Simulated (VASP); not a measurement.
# MgCd2Se3 (P3m1) in VASP: notebook

Runs on MgCd2Se3. Level: PBE. Tasks: single point.

Program: VASP 6.6.1. These are calculated values, not measurements. Logs are shortened: lines on timing, memory, paths and dates and some standing lists are left out, and cuts for length are marked.

## Step 1: The cell of the first run

It takes space group P3m1 (No. 156, trigonal). Conventional cell: a = 4.344 Å, b = 4.344 Å, c = 21.162 Å, α = 90.00°, β = 90.00°, γ = 120.00°. Mg (site symmetry 3m) has 4 Se at 2.60 to 2.62 Å within 3.4 Å. Within 3.4 Å of Mg (site symmetry 3m) lie 4 Se at 2.61 to 2.62 Å. Cd (site symmetry 3m) has 4 Se at 2.67 to 2.69 Å within 3.5 Å. Cd (site symmetry 3m) has 4 Se at 2.67 to 2.69 Å within 3.5 Å. Cd (site symmetry 3m) has 4 Se at 2.67 to 2.69 Å within 3.5 Å. Within 3.5 Å of Cd (site symmetry 3m) lie 4 Se at 2.67 to 2.69 Å. Within 3.4 Å of Se (site symmetry 3m) lie 4 Mg at 2.60 to 2.62 Å. Within 3.5 Å of Se (site symmetry 3m) lie 4 Cd at 2.67 to 2.69 Å.

## Step 2: Single point, PBE

The input, INCAR:

```
SYSTEM = MgCd2Se3
PREC = Accurate ; ENCUT = 520
EDIFF = 1E-6 ; ISMEAR = 0
SIGMA = 0.1 ; LREAL = .FALSE.
LASPH = .TRUE. ; NELM = 60
ALGO = Normal ; ISIF = 2
LWAVE = .FALSE. ; LCHARG = .TRUE.
GGA = PE ; LELF = .TRUE.
LVHAR = .TRUE. ; NBANDS = 56
```

The input, KPOINTS:

```
regular mesh
0
G
  6 6 1
  0 0 0
```

The input, POSCAR:

```
MgCd2Se3
1.0
    4.3435967000      0.0000000000      0.0000000000
   -2.1717984000      3.7616651000      0.0000000000
    0.0000000000      0.0000000000     21.1619990000
Mg Cd Se
2 4 6
Direct
    0.0000000000      0.0000000000      0.1691190000
    0.6666667000      0.3333333000      0.3283900000
    0.0000000000      0.0000000000      0.4950000000
    0.0000000000      0.0000000000      0.8353790000
    0.6666667000      0.3333333000      0.6651300000
    0.6666667000      0.3333333000      0.0059280000
    0.0000000000      0.0000000000      0.2918930000
    0.0000000000      0.0000000000      0.6219270000
    0.0000000000      0.0000000000      0.9624150000
    0.6666667000      0.3333333000      0.1328690000
    0.6666667000      0.3333333000      0.4515130000
    0.6666667000      0.3333333000      0.7921570000
```

Potentials or basis: VASP PAW PBE potentials, release 64 (Mg, Cd, Se).

The run is started by

```bash
> cat potpaw_PBE.64/Mg/POTCAR potpaw_PBE.64/Cd/POTCAR potpaw_PBE.64/Se/POTCAR > POTCAR
> mpirun -np 1 vasp_std > vasp.out
```

OUTCAR:

```text
SYSTEM = MgCd2Se3
   PREC = Accurate
   ENCUT = 520
   EDIFF = 1E-6
   ISMEAR = 0
   LREAL = .FALSE.
   LASPH = .TRUE.
   NELM = 60
   ISIF = 2
   GGA = PE

 ion  position               nearest neighbor table
   1  0.000  0.000  0.169-   7 2.60  10 2.62  10 2.62  10 2.62
   2  0.667  0.333  0.328-  11 2.61   7 2.62   7 2.62   7 2.62
   3  0.000  0.000  0.495-  11 2.67  11 2.67  11 2.67   8 2.69
   4  0.000  0.000  0.835-  12 2.67  12 2.67  12 2.67   9 2.69
   5  0.667  0.333  0.665-   8 2.67   8 2.67   8 2.67  12 2.69
   6  0.667  0.333  0.006-   9 2.67   9 2.67   9 2.67  10 2.69
   7  0.000  0.000  0.292-   1 2.60   2 2.62   2 2.62   2 2.62
   8  0.000  0.000  0.622-   5 2.67   5 2.67   5 2.67   3 2.69
   9  0.000  0.000  0.962-   6 2.67   6 2.67   6 2.67   4 2.69
  10  0.667  0.333  0.133-   1 2.62   1 2.62   1 2.62   6 2.69
  11  0.667  0.333  0.452-   2 2.61   3 2.67   3 2.67   3 2.67
  12  0.667  0.333  0.792-   4 2.67   4 2.67   4 2.67   5 2.69

  LATTYP: Found a hexagonal cell.
 ALAT       =     4.3435967000
 C/A-ratio  =     4.8719990509

  Lattice vectors:

 A1 = (   4.3435967000,   0.0000000000,   0.0000000000)
 A2 = (  -2.1717984000,   3.7616651000,   0.0000000000)
 A3 = (   0.0000000000,   0.0000000000,  21.1619990000)

Analysis of symmetry for initial positions (statically):
=====================================================================
 Subroutine PRICEL returns:
 Original cell was already a primitive cell.

 Routine SETGRP: Setting up the symmetry group for a
 hexagonal supercell.

 Subroutine GETGRP returns: Found  6 space group operations
 (whereof  6 operations were pure point group operations)
 out of a pool of 24 trial point group operations.

The static configuration has the point symmetry C_3v.

Analysis of symmetry for dynamics (positions and initial velocities):
=====================================================================
 Subroutine PRICEL returns:
 Original cell was already a primitive cell.

 Routine SETGRP: Setting up the symmetry group for a
 hexagonal supercell.

 Subroutine GETGRP returns: Found  6 space group operations
 (whereof  6 operations were pure point group operations)
 out of a pool of 24 trial point group operations.

The dynamic configuration has the point symmetry C_3v.

 Subroutine INISYM returns: Found  6 space group operations
 (whereof  6 operations are pure point group operations),
 and found     1 'primitive' translations

----------------------------------------------------------------------------------------

[... 108 lines left out ...]
   EFERMI =   0.00;   METHOD = LEGACY
   ISMEAR =     0;   SIGMA  =   0.10  broadening in eV -4-tet -1-fermi 0-gaus
   EFERMI_NEDOS =   21; number of points for ismear=-14 and -15
   IALGO  =     38    algorithm
   IMIX   =      4    mixing-type and parameters
     AMIX     =   0.40;   BMIX     =  1.00
     AMIX_MAG =   1.60;   BMIX_MAG =  1.00
  volume/ion in A,a.u.               =      28.81       194.45
  Fermi-wavevector in a.u.,A,eV,Ry     =   1.037465  1.960525 14.644419  1.076334
  Thomas-Fermi vector in A             =   2.171904
   LORBIT       =      0    0 simple, 1 ext, 2 COOP (PROOUT), +10 PAW based schemes
   GGA     = PE    functional components
   LHFCALC =     F    Hartree Fock is set to
   AEXX    =    0.0000 exact exchange contribution
   IVDW    =     0    specifies the selected vdW correction
   LEPSILON=     F    determine dielectric tensor
   LRPA    =     F    only Hartree local field effects (RPA)
 non-spin polarized calculation
 Gauss-broadening in eV      SIGMA  =   0.10
  energy-cutoff  :      520.00
  volume of cell :      345.77
 maximum number of plane-waves:      9342
   NGX = 17   NGY = 17   NGZ = 79

 number of electron      88.0000005 magnetization

 Free energy of the ion-electron system (eV)
  ---------------------------------------------------
  ext. energy  EPLUGINS =         0.00000000
  ---------------------------------------------------
  free energy    TOTEN  =       -36.99017134 eV

  energy without entropy =      -36.99017134  energy(sigma->0) =      -36.99017134

 E-fermi :   1.1991     XC(G=0):  -8.4581

 val. band max:        0.7267459274   @ k =   0.0000   0.0000   0.0000
 cond. band min:       1.6345222956   @ k =   0.0000   0.0000   0.0000
 fundamental gap:      0.9077763682
 Fermi energy:         1.1991114615

 k-point     1 :       0.0000    0.0000    0.0000
  band No.  band energies     occupation
      1     -11.5720      2.00000
      2     -11.4708      2.00000
      3     -11.4143      2.00000
      4     -11.2962      2.00000
      5     -11.2456      2.00000
      6     -10.9825      2.00000
[... 402 lines left out ...]
     55       6.9174      0.00000
     56       6.9959      0.00000

------------------------ aborting loop because EDIFF is reached ----------------------------------------

  FORCE on cell =-STRESS in cart. coord.  units (eV):
  Direction    XX          YY          ZZ          XY          YZ          ZX
  --------------------------------------------------------------------------------------
  -------------------------------------------------------------------------------------
  Total        0.3395283      0.3395283      0.3668737     -0.0000000      0.0000000     -0.0000000
  in kB        1.5732592      1.5732592      1.6999683     -0.0000000      0.0000000     -0.0000000
  external PRESSURE =       1.6154956 kB  Pullay stress =       0.0000000 kB

 VOLUME and BASIS-vectors are now :
 -----------------------------------------------------------------------------
  energy-cutoff  :      520.00
  volume of cell :      345.77
      direct lattice vectors                 reciprocal lattice vectors
     4.343596700  0.000000000  0.000000000     0.230223952  0.132919863  0.000000000
    -2.171798400  3.761665100  0.000000000     0.000000000  0.265839721  0.000000000
     0.000000000  0.000000000 21.161999000     0.000000000  0.000000000  0.047254515

 POSITION                                       TOTAL-FORCE (eV/Angst)
 -----------------------------------------------------------------------------------
      0.00000      0.00000      3.57890        -0.000000      0.000000      0.003252
      2.17180      1.25389      6.94939        -0.000000      0.000000      0.003118
      0.00000      0.00000     10.47519        -0.000000      0.000000      0.000905
      0.00000      0.00000     17.67829        -0.000000      0.000000      0.001410
      2.17180      1.25389     14.07548         0.000000      0.000000      0.002719
      2.17180      1.25389      0.12545         0.000000     -0.000000      0.002184
      0.00000      0.00000      6.17704        -0.000000      0.000000     -0.002119
      0.00000      0.00000     13.16122        -0.000000      0.000000     -0.002248
      0.00000      0.00000     20.36663        -0.000000      0.000000     -0.001389
      2.17180      1.25389      2.81177        -0.000000     -0.000000      0.027462
      2.17180      1.25389      9.55492         0.000000     -0.000000     -0.032925
      2.17180      1.25389     16.76363         0.000000      0.000000     -0.002369
 -----------------------------------------------------------------------------------
    total drift:                               -0.000407      0.000234     -0.003195

  FREE ENERGIE OF THE ION-ELECTRON SYSTEM (eV)
  ---------------------------------------------------
  free  energy   TOTEN  =       -36.9901713416 eV

  energy  without entropy=      -36.9901713415  energy(sigma->0) =      -36.99017134
```

Wall time 3.1 min (1 thread of Intel Xeon Platinum 8259CL at 2.50GHz (Skylake/Cascade Lake), shared host); peak memory 0.46 GiB.

Results:

| Item | Value |
| --- | --- |
| Free energy | -36.9902 eV |
| Pressure | 0.2 GPa |
| Largest force | 0.033 eV/Å |
| Band gap on the k mesh | 0.91 eV |

Forces in eV/Å, atoms in the order of the input:
```
Mg   0.000  0.000  0.003
Mg   0.000  0.000  0.003
Cd   0.000  0.000  0.001
Cd   0.000  0.000  0.001
Cd   0.000  0.000  0.003
Cd   0.000  0.000  0.002
Se   0.000  0.000 -0.002
Se   0.000  0.000 -0.002
Se   0.000  0.000 -0.001
Se   0.000  0.000  0.027
Se   0.000  0.000 -0.033
Se   0.000  0.000 -0.002
```

Levels at points of the mesh, in eV from the valence-band top:
```csv
k point,band 42,band 43,band 44,band 45,band 46,band 47
"(0.00, 0.00, 0.00)",-0.18,0.00,0.00,0.91,2.04,2.24
"(0.50, 0.00, 0.00)",-1.02,-0.97,-0.71,2.69,2.83,3.27
```

## Step 3: Single point, PBE

The input, INCAR:

```
ALGO     = Normal         # electronic algorithm
EDIFF    = 1E-6           # SCF threshold, eV
ENCUT    = 520            # plane-wave cutoff, eV
GGA      = PE             # functional
ISIF     = 2              # what is computed and relaxed
ISMEAR   = 0              # smearing method
LASPH    = True           # aspherical terms in the spheres
LCHARG   = True           # write CHGCAR
LELF     = True           # ELF
LREAL    = False          # projectors in reciprocal space
LVHAR    = True         
LWAVE    = False          # write WAVECAR
NBANDS   = 56             # bands
NELM     = 80             # most SCF steps
PREC     = Accurate       # precision mode
SIGMA    = 0.1            # smearing width, eV
```

The input, KPOINTS:

```
k-points
0
Gamma
  6 6 1
```

The input, POSCAR:

```
MgCd2Se3
1.0
    4.3435967081      0.0000000289      0.0000000000
   -2.1717983790      3.7616650786      0.0000000000
    0.0000000000      0.0000000000     21.1619990000
Mg Cd Se
2 4 6
Direct
    0.0000000000      0.0000000000      0.1691190000
    0.6666666667      0.3333333333      0.3283900000
    0.0000000000      0.0000000000      0.4950000000
    0.0000000000      0.0000000000      0.8353790000
    0.6666666667      0.3333333333      0.6651300000
    0.6666666667      0.3333333333      0.0059280000
    0.0000000000      0.0000000000      0.2918930000
    0.0000000000      0.0000000000      0.6219270000
    0.0000000000      0.0000000000      0.9624150000
    0.6666666667      0.3333333333      0.1328690000
    0.6666666667      0.3333333333      0.4515130000
    0.6666666667      0.3333333333      0.7921570000
```

Potentials or basis: VASP PAW PBE potentials, release 64 (Mg, Cd, Se).

The run is started by

```bash
> cat potpaw_PBE.64/Mg/POTCAR potpaw_PBE.64/Cd/POTCAR potpaw_PBE.64/Se/POTCAR > POTCAR
> mpirun -np 1 vasp_std > vasp.out
```

Run time: 3 min. Hardware: 1 thread of Intel Xeon Platinum 8259CL at 2.50GHz (Skylake/Cascade Lake), shared host; peak memory 0.46 GiB.

Results (log left out):

- Free energy: -36.9902 eV
- Pressure: 0.2 GPa
- Largest force: 0.033 eV/Å
- Band gap on the k mesh: 0.91 eV

Forces on the atoms (eV/Å):
```
Mg   0.000  0.000  0.003
Mg   0.000  0.000  0.003
Cd   0.000  0.000  0.001
Cd   0.000  0.000  0.001
Cd   0.000  0.000  0.003
Cd   0.000  0.000  0.002
Se   0.000  0.000 -0.002
Se   0.000  0.000 -0.002
Se   0.000  0.000 -0.001
Se   0.000  0.000  0.027
Se   0.000  0.000 -0.033
Se   0.000  0.000 -0.002
```

Levels at points of the mesh, in eV from the valence-band top:
| k point | band 41 | band 42 | band 43 | band 44 | band 45 | band 46 | band 47 | band 48 |
| --- | --- | --- | --- | --- | --- | --- | --- | --- |
| (0.00, 0.00, 0.00) | -0.18 | -0.18 | 0.00 | 0.00 | 0.91 | 2.04 | 2.24 | 2.33 |
| (0.50, 0.00, 0.00) | -1.09 | -1.02 | -0.97 | -0.71 | 2.69 | 2.83 | 3.27 | 3.37 |

## Step 4: Single point, PBE

The input, INCAR:

```
PREC = Accurate
ENCUT = 520
EDIFF = 1E-7
ISMEAR = 0
SIGMA = 0.02
LREAL = F
LASPH = T
NELM = 80
ALGO = Normal
ISIF = 2
LWAVE = F
LCHARG = F
GGA = PE
NBANDS = 56
```

The input, KPOINTS:

```
Automatic mesh
0
Gamma
  6 6 2
```

POSCAR is that of step 3.

The run is started by

```bash
> cat potpaw_PBE.64/Mg/POTCAR potpaw_PBE.64/Cd/POTCAR potpaw_PBE.64/Se/POTCAR > POTCAR
> mpirun -np 1 vasp_std > vasp.out
```

Wall time 6.9 min (1 thread of Intel Xeon Platinum 8259CL at 2.50GHz (Skylake/Cascade Lake), shared host); peak memory 0.52 GiB.

Results (log left out):

```
Free energy            : -36.9960 eV
Pressure               : 0.2 GPa
Largest force          : 0.033 eV/Å
Band gap on the k mesh : 0.91 eV
```

Forces in eV/Å, atoms in the order of the input:
```
Mg   0.000  0.000  0.003
Mg   0.000  0.000  0.002
Cd   0.000  0.000  0.001
Cd   0.000  0.000  0.001
Cd   0.000  0.000  0.003
Cd   0.000  0.000  0.001
Se   0.000  0.000 -0.001
Se   0.000  0.000 -0.002
Se   0.000  0.000 -0.001
Se   0.000  0.000  0.028
Se   0.000  0.000 -0.033
Se   0.000  0.000 -0.002
```

Levels at points of the mesh, in eV from the valence-band top:
```tsv
k point	band 42	band 43	band 44	band 45	band 46	band 47
(0.00, 0.00, 0.00)	-0.18	0.00	0.00	0.91	2.04	2.24
(0.50, 0.00, 0.00)	-1.02	-0.97	-0.71	2.69	2.83	3.27
(0.00, 0.00, 0.50)	-0.17	0.00	0.00	1.25	1.67	2.31
(0.50, 0.00, 0.50)	-1.11	-0.89	-0.73	2.85	2.91	3.00
```
